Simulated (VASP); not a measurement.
# BP (F-43m) in VASP: vibrations by perturbation theory with PBEsol

Aim: the vibrations by perturbation theory of BP with PBEsol.

All numbers are computed with VASP 6.6.1; they aren't measurements. Logs are shortened: lines on timing, memory, paths and dates and some standing lists are left out, and cuts for length are marked.

## 1. The cell of the first run

The structure is cubic, space group F-43m (No. 216). Conventional cell: a = 4.530 Å, b = 4.530 Å, c = 4.530 Å, α = 90.00°, β = 90.00°, γ = 90.00°. B (site symmetry -43m) has 4 P at 1.96 Å within 2.6 Å. P (site symmetry -43m) has 4 B at 1.96 Å within 2.6 Å.

## 2. Vibrations by perturbation theory, PBEsol

File INCAR:

```
SYSTEM = BP
ALGO = Normal
EDIFF = 1E-8
ENCUT = 500
GGA = PS
GGA_COMPAT = .False.
IBRION = 8
ISIF = 2
ISMEAR = 0
LASPH = .True.
LCHARG = .True.
LREAL = .False.
LWAVE = .False.
NBANDS = 11
NELM = 120
NSW = 1
PREC = Accurate
SIGMA = 0.01
```

File KPOINTS:

```
k-points
0
Gamma
  4 4 4
  0 0 0
```

File POSCAR:

```
BP
1.0
    0.0000000000      2.2651130381      2.2651130381
    2.2651130381      0.0000000000      2.2651130381
    2.2651130381      2.2651130381      0.0000000000
B P
1 1
Direct
    0.0000000000      0.0000000000      0.0000000000
    0.2500000000      0.2500000000      0.2500000000
```

Potentials or basis: VASP PAW PBE potentials, release 64 (B, P).

Started as:

```
$ cat potpaw_PBE.64/B/POTCAR potpaw_PBE.64/P/POTCAR > POTCAR
$ mpirun -np 1 vasp_std > vasp.out
```

OUTCAR:

```text
SYSTEM = BP
   EDIFF = 1E-8
   ENCUT = 500
   GGA = PS
   IBRION = 8
   ISIF = 2
   ISMEAR = 0
   LASPH = .True.
   LREAL = .False.
   NELM = 120
   NSW = 1
   PREC = Accurate

 ion  position               nearest neighbor table
   1  0.000  0.000  0.000-   2 1.96   2 1.96   2 1.96   2 1.96
   2  0.250  0.250  0.250-   1 1.96   1 1.96   1 1.96   1 1.96

  LATTYP: Found a face centered cubic cell.
 ALAT       =     4.5302260762

  Lattice vectors:

 A1 = (   0.0000000000,   2.2651130381,   2.2651130381)
 A2 = (   2.2651130381,   0.0000000000,   2.2651130381)
 A3 = (   2.2651130381,   2.2651130381,   0.0000000000)

Analysis of symmetry for initial positions (statically):
=====================================================================
 Subroutine PRICEL returns:
 Original cell was already a primitive cell.

 Routine SETGRP: Setting up the symmetry group for a
 face centered cubic supercell.

 Subroutine GETGRP returns: Found 24 space group operations
 (whereof 24 operations were pure point group operations)
 out of a pool of 48 trial point group operations.

The static configuration has the point symmetry T_d .

Analysis of symmetry for dynamics (positions and initial velocities):
=====================================================================
 Subroutine PRICEL returns:
 Original cell was already a primitive cell.

 Routine SETGRP: Setting up the symmetry group for a
 face centered cubic supercell.

 Subroutine GETGRP returns: Found 24 space group operations
 (whereof 24 operations were pure point group operations)
 out of a pool of 48 trial point group operations.

The dynamic configuration has the point symmetry T_d .

 Subroutine INISYM returns: Found 24 space group operations
 (whereof 24 operations are pure point group operations),
 and found     1 'primitive' translations

----------------------------------------------------------------------------------------

                                     Primitive cell

  volume of cell :      23.2434

  direct lattice vectors                    reciprocal lattice vectors
     0.000000000  2.265113038  2.265113038    -0.220739536  0.220739536  0.220739536
     2.265113038  0.000000000  2.265113038     0.220739536 -0.220739536  0.220739536
     2.265113038  2.265113038  0.000000000     0.220739536  0.220739536 -0.220739536

  length of vectors
     3.203353579  3.203353579  3.203353579     0.382332091  0.382332091  0.382332091

  position of ions in fractional coordinates (direct lattice)
     0.000000000  0.000000000  0.000000000
     0.250000000  0.250000000  0.250000000

  ion indices of the primitive-cell ions
   primitive index   ion index
                 1           1
                 2           2

----------------------------------------------------------------------------------------

 KPOINTS: k-points

Automatic generation of k-mesh.
 Grid dimensions read from file:
 generate k-points for:    4    4    4

 Generating k-lattice:

  Cartesian coordinates                     Fractional coordinates (reciprocal lattice)
    -0.055184884  0.055184884  0.055184884     0.250000000  0.000000000  0.000000000
     0.055184884 -0.055184884  0.055184884     0.000000000  0.250000000  0.000000000
     0.055184884  0.055184884 -0.055184884     0.000000000  0.000000000  0.250000000

  Length of vectors
     0.095583023  0.095583023  0.095583023

  Shift w.r.t. Gamma in fractional coordinates (k-lattice)
     0.000000000  0.000000000  0.000000000

 Subroutine IBZKPT returns following result:
 ===========================================

 Found      8 irreducible k-points:

 Following reciprocal coordinates:
            Coordinates               Weight
  0.000000  0.000000  0.000000      1.000000
  0.250000  0.000000  0.000000      8.000000
  0.500000  0.000000  0.000000      4.000000
  0.250000  0.250000  0.000000      6.000000
  0.500000  0.250000  0.000000     24.000000
 -0.250000  0.250000  0.000000     12.000000
  0.500000  0.500000  0.000000      3.000000
 -0.250000  0.500000  0.250000      6.000000
   k-points           NKPTS =      8   k-points in BZ     NKDIM =      8   number of bands    NBANDS=     11
   number of dos      NEDOS =    301   number of ions     NIONS =      2
   total plane-waves  NPLWV =  13824
   dimension x,y,z NGX =    24 NGY =   24 NGZ =   24
   dimension x,y,z NGXF=    48 NGYF=   48 NGZF=   48
   ions per type =               1   1
   NGX,Y,Z   is equivalent  to a cutoff of  12.46, 12.46, 12.46 a.u.
   NGXF,Y,Z  is equivalent  to a cutoff of  24.91, 24.91, 24.91 a.u.
 SYSTEM =  BP
   PREC   = accura    normal or accurate (medium, high low for compatibility)
   ISTART =      0    job   : 0-new  1-cont  2-samecut
   ICHARG =      2    charge: 1-file 2-atom 10-const
   ISPIN  =      1    spin polarized calculation?
   LNONCOLLINEAR =      F non collinear calculations
   LSORBIT =      F    spin-orbit coupling
   LASPH  =      T    aspherical Exc in radial PAW
   ENCUT  =  500.0 eV  36.75 Ry    6.06 a.u.   5.84  5.84  5.84*2*pi/ulx,y,z
   NELM   =    120;   NELMIN=  2; NELMDL= -5     # of ELM steps
   EDIFF  = 0.1E-07   stopping-criterion for ELM
   LREAL  =      F    real-space projection
   EDIFFG = 0.1E-06   stopping-criterion for IOM
   NSW    =      1    number of steps for IOM
   IBRION =      8    ionic relax: 0-MD 1-quasi-New 2-CG
   NFREE  =      0    steps in history (QN), initial steepest desc. (CG)
   ISIF   =      2    stress and relaxation
   ISYM   =      2    0-nonsym 1-usesym 2-fastsym
   POTIM  = 0.5000    time-step for ionic-motion
   TEBEG  =    0.0;   TEEND  =   0.0 temperature during run
   PSTRESS=    0.0 pullay stress
   NELECT =       8.0000    total number of electrons
   NUPDOWN=      -1.0000    fix difference up-down
   EMIN   =  10.00;   EMAX   =-10.00  energy-range for DOS
   EFERMI =   0.00;   METHOD = LEGACY
   ISMEAR =     0;   SIGMA  =   0.01  broadening in eV -4-tet -1-fermi 0-gaus
   EFERMI_NEDOS =   21; number of points for ismear=-14 and -15
   IALGO  =     38    algorithm
   IMIX   =      4    mixing-type and parameters
     AMIX     =   0.40;   BMIX     =  1.00
     AMIX_MAG =   1.60;   BMIX_MAG =  1.00
  volume/ion in A,a.u.               =      11.62        78.43
  Fermi-wavevector in a.u.,A,eV,Ry     =   1.147286  2.168056 17.908868  1.316265
  Thomas-Fermi vector in A             =   2.283966
   LORBIT       =      0    0 simple, 1 ext, 2 COOP (PROOUT), +10 PAW based schemes
   GGA     = PS    functional components
   LHFCALC =     F    Hartree Fock is set to
   AEXX    =    0.0000 exact exchange contribution
   IVDW    =     0    specifies the selected vdW correction
   LEPSILON=     F    determine dielectric tensor
   LRPA    =     F    only Hartree local field effects (RPA)
 non-spin polarized calculation
 Gauss-broadening in eV      SIGMA  =   0.01
  energy-cutoff  :      500.00
  volume of cell :       23.24
 maximum number of plane-waves:       609
   NGX = 11   NGY = 11   NGZ = 11

--------------------------------------- Ionic step        1  -------------------------------------------

 number of electron       8.0000000 magnetization

 Free energy of the ion-electron system (eV)
  ---------------------------------------------------
  ext. energy  EPLUGINS =         0.00000000
  ---------------------------------------------------
  free energy    TOTEN  =       -13.49396267 eV

  energy without entropy =      -13.49396267  energy(sigma->0) =      -13.49396267

 E-fermi :   7.5529     XC(G=0): -11.0517

 val. band max:        7.5088619854   @ k =   0.0000   0.0000   0.0000
 cond. band min:       8.6980254273   @ k =   0.5000   0.5000   0.0000
 fundamental gap:      1.1891634419
 Fermi energy:         7.5528938833

 k-point     1 :       0.0000    0.0000    0.0000
  band No.  band energies     occupation
      1      -8.0516      2.00000
      2       7.5089      2.00000
      3       7.5089      2.00000
      4       7.5089      2.00000
      5      10.8532      0.00000
      6      10.8532      0.00000
      7      10.8532      0.00000
      8      14.9277      0.00000
      9      18.7636      0.00000
     10      19.6185      0.00000
     11      19.6185      0.00000
[... 86 lines left out ...]
  band No.  band energies     occupation
      1      -2.8547      2.00000
      2      -0.5739      2.00000
      3       1.7125      2.00000
      4       1.9208      2.00000
      5      12.7368      0.00000
      6      14.1452      0.00000
      7      14.7237      0.00000
      8      14.9456      0.00000
      9      20.3524      0.00000
     10      23.7356      0.00000
     11      23.8760      0.00000

------------------------ aborting loop because EDIFF is reached ----------------------------------------

  FORCE on cell =-STRESS in cart. coord.  units (eV):
  Direction    XX          YY          ZZ          XY          YZ          ZX
  --------------------------------------------------------------------------------------
  -------------------------------------------------------------------------------------
  Total        0.0170074      0.0170074      0.0170074     -0.0000000      0.0000000     -0.0000000
  in kB        1.1723241      1.1723241      1.1723241     -0.0000000      0.0000000     -0.0000000
  external PRESSURE =       1.1723241 kB  Pullay stress =       0.0000000 kB

 VOLUME and BASIS-vectors are now :
 -----------------------------------------------------------------------------
  energy-cutoff  :      500.00
  volume of cell :       23.24
      direct lattice vectors                 reciprocal lattice vectors
     0.000000000  2.265113038  2.265113038    -0.220739536  0.220739536  0.220739536
     2.265113038  0.000000000  2.265113038     0.220739536 -0.220739536  0.220739536
     2.265113038  2.265113038  0.000000000     0.220739536  0.220739536 -0.220739536

 POSITION                                       TOTAL-FORCE (eV/Angst)
 -----------------------------------------------------------------------------------
      0.00000      0.00000      0.00000        -0.000000     -0.000000     -0.000000
      1.13256      1.13256      1.13256         0.000000      0.000000      0.000000
 -----------------------------------------------------------------------------------
    total drift:                                0.000000      0.000000      0.000000

  FREE ENERGIE OF THE ION-ELECTRON SYSTEM (eV)
  ---------------------------------------------------
  free  energy   TOTEN  =       -13.4939626662 eV

  energy  without entropy=      -13.4939626662  energy(sigma->0) =      -13.49396267

[... ionic steps 2 to 3 ...]

--------------------------------------- Ionic step        4  -------------------------------------------

------------------------ aborting loop because EDIFF is reached ----------------------------------------

[... ionic steps 5 to 6 ...]

--------------------------------------- Ionic step        7  -------------------------------------------

 Free energy of the ion-electron system (eV)
  ---------------------------------------------------
  ---------------------------------------------------
  free energy    TOTEN  =        -0.04087226 eV

  energy without entropy =       -0.04087226

------------------------ aborting loop because EDIFF is reached ----------------------------------------

 INTERNAL STRAIN TENSOR  FOR ION    2  DIRECTION 1   (eV/Angst):
 -----------------------------------------------------------------------------
    -0.01563  0.00000 -0.00000
    -0.00000  0.01062 -6.81992
     0.00000 -6.81992  0.01062

 INTERNAL STRAIN TENSOR FOR ION    2 for displacements in x,y,z  (eV/Angst):
          X           Y           Z          XY          YZ          ZX
  --------------------------------------------------------------------------------
  x     0.00000     0.00000     0.00000    -0.00000    -6.81992     0.00000
  y    -0.00000     0.00000    -0.00000     0.00000    -0.00000    -6.81992
  z     0.00000     0.00000     0.00000    -6.81992     0.00000    -0.00000

 SECOND DERIVATIVES (NOT SYMMETRIZED)
 ------------------------------------
               1X          1Y          1Z          2X          2Y          2Z
  1X   -19.870038    0.000000    0.000000   19.870038    0.000000    0.000000
  1Y     0.000000  -19.870038    0.000000    0.000000   19.870038    0.000000
  1Z     0.000000    0.000000  -19.870038    0.000000    0.000000   19.870038
  2X    19.877759    0.000000    0.000000  -19.877759    0.000000    0.000000
  2Y     0.000000   19.877759    0.000000    0.000000  -19.877759    0.000000
  2Z     0.000000    0.000000   19.877759    0.000000    0.000000  -19.877759

 Eigenvectors and eigenvalues of the dynamical matrix
 ----------------------------------------------------

   1 f  =   24.617873 THz   154.678660 2PiTHz  821.163863 cm-1   101.811297 meV
             X         Y         Z           dx          dy          dz
      0.000000  0.000000  0.000000     0.860928   -0.000000    0.000000
      1.132557  1.132557  1.132557    -0.508728    0.000000    0.000000
[... 21 lines left out ...]
   6 f/i=    0.002094 THz     0.013159 2PiTHz    0.069860 cm-1     0.008662 meV
             X         Y         Z           dx          dy          dz
      0.000000  0.000000  0.000000    -0.277894    0.426121    0.000000
      1.132557  1.132557  1.132557    -0.470284    0.721130    0.000000

--------------------------------------------------------------------------------------------------------

 ELASTIC MODULI CONTR FROM IONIC RELAXATION (kBar)
 Direction    XX          YY          ZZ          XY          YZ          ZX
 --------------------------------------------------------------------------------
 XX          -0.0000     -0.0000     -0.0000      0.0000     -0.0000     -0.0000
 YY          -0.0000     -0.0000     -0.0000      0.0000      0.0000      0.0000
 ZZ          -0.0000     -0.0000     -0.0000     -0.0000      0.0000     -0.0000
 XY           0.0000      0.0000     -0.0000   -171.0124     -0.0000     -0.0000
 YZ          -0.0000      0.0000      0.0000     -0.0000   -171.0124     -0.0000
 ZX          -0.0000      0.0000     -0.0000     -0.0000     -0.0000   -171.0124
 --------------------------------------------------------------------------------
```

Run time: 35 s. Hardware: 1 thread of Intel Xeon 8259CL, shared host; peak memory 0.15 GiB.

Results:

```
Highest phonon frequency at Γ, LO-TO splitting left out : 821 cm⁻¹
```

Phonon frequencies in cm⁻¹ (negative: imaginary):
```csv
q point,frequencies
"(0.000, 0.000, 0.000)",0 0 0 821 821 821
```

Caveat: the k points lie up to 0.60 Å⁻¹ apart; the PAW data sets were made with another functional, which shifts forces and pressure a little.
